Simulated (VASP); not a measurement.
Wanted: the native input for a VASP 6.6.1 run.

- Task: relaxation of cell and atoms
- Functional: PBEsol
- Potentials or basis: VASP PAW PBE potentials, release 64 (Ag, Cl)
- Cutoff: 500 eV
- k mesh: 8 × 8 × 8
- Occupations: gaussian, width 0.01 eV
- Spin: no spin polarisation
- Target pressure: 10 GPa
- Dipole correction: no
- Further INCAR settings: ALGO = Normal; EDIFF = 1e-07; IBRION = 2; EDIFFG = -0.002; NSW = 100; ISIF = 3

The structure of AgCl lies in POSCAR:

```
AgCl
1.0
    0.0000000000      2.7237519363      2.7237519363
    2.7237519363      0.0000000000      2.7237519363
    2.7237519363      2.7237519363      0.0000000000
Ag Cl
1 1
Direct
    0.0000000000      0.0000000000      0.0000000000
    0.5000000000      0.5000000000      0.5000000000
```

One way to write it, as run:

INCAR

```
SYSTEM = AgCl
PREC = Accurate ; ENCUT = 500
EDIFF = 1E-7 ; ISMEAR = 0
SIGMA = 0.01 ; LREAL = .False.
LASPH = .True. ; NELM = 120
ALGO = Normal ; ISIF = 3
LWAVE = .False. ; LCHARG = .False.
GGA = PS ; IBRION = 2
NSW = 100 ; EDIFFG = -0.002
PSTRESS = 100.0 ; GGA_COMPAT = .False.
NELMIN = 4
```

KPOINTS

```
Automatic mesh
0
Gamma
  8 8 8
  0 0 0
```

Potentials or basis: VASP PAW PBE potentials, release 64 (Ag, Cl).

Command:

```bash
$ cat potpaw_PBE.64/Ag/POTCAR potpaw_PBE.64/Cl/POTCAR > POTCAR
$ mpirun -np 1 vasp_std > vasp.out
```

It gave:

```
Relaxed volume                                             : 17.79 Å³/atom
Relaxed cell                                               : a = 3.692 Å, b = 3.692 Å, c = 3.692 Å, α = 60.00°, β = 60.00°, γ = 60.00°
Space group after relaxing (to 0.1 Å)                      : Fm-3m (No. 225)
Energy change on relaxing (the run minimises the enthalpy) : +65.3 meV/atom
Ionic steps                                                : 6
Pressure after relaxing                                    : 10.0 GPa
Band gap on the k mesh                                     : 0.77 eV (least direct gap 3.46 eV)
```

Caveat: the cell is relaxed towards a set pressure, so the run minimises the enthalpy, not the energy; the PAW data sets were made with another functional, which shifts forces and pressure a little.

It took 26 s on 1 thread of Intel(R) Xeon(R) 6975P-C (Granite Rapids), on a shared host, peak memory 0.17 GiB.
